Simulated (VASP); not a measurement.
**CdSe (Cadmoselite): single point with PBEsol**

CdSe (Cadmoselite):

```
CELL_PARAMETERS angstrom
4.30095 0.00000 0.00000
-2.15047 3.72473 0.00000
0.00000 0.00000 7.02262
ATOMIC_POSITIONS crystal
Cd 0.33333 0.66667 0.00470
Cd 0.66667 0.33333 0.50470
Se 0.33333 0.66667 0.38030
Se 0.66667 0.33333 0.88030
```

| Item | Value |
| --- | --- |
| Program | VASP 6.6.1 |
| Task | single point |
| Functional | PBEsol |
| Potentials or basis | VASP PAW PBE potentials, release 64 (Cd, Se) |
| Cutoff | 520 eV |
| k mesh | 12 × 12 × 6 |
| Occupations | fermi-dirac, width 0.1 eV |
| Spin | no spin polarisation |
| Dipole correction | no |
| Further INCAR settings | ALGO = Normal; EDIFF = 1e-06; NBANDS = 26 |

```yaml
Pressure: 0.4 GPa
Band_gap_on_the_k_mesh: 0.54 eV, direct
```

Levels at points of the mesh, in eV from the valence-band top:
```csv
k point,band 14,band 15,band 16,band 17,band 18,band 19,band 20,band 21,band 22,band 23
"(0.00, 0.00, 0.00)",-0.78,-0.78,-0.05,0.00,0.00,0.54,2.10,5.78,5.78,6.05
"(0.50, 0.00, 0.00)",-3.70,-2.71,-1.89,-1.37,-0.77,3.12,3.23,4.66,6.06,6.37
"(0.00, 0.00, 0.50)",-2.72,-0.41,-0.41,-0.41,-0.41,2.28,2.28,5.74,5.74,6.18
"(0.50, 0.00, 0.50)",-4.27,-1.39,-1.39,-1.37,-1.37,2.82,2.82,4.75,4.75,7.61
```

Run time: 64 s on 1 thread of Intel(R) Xeon(R) 6975P-C (Granite Rapids) (shared host), peak memory 0.35 GiB.

Caveat: the PAW data sets were made with another functional, which shifts forces and pressure a little.
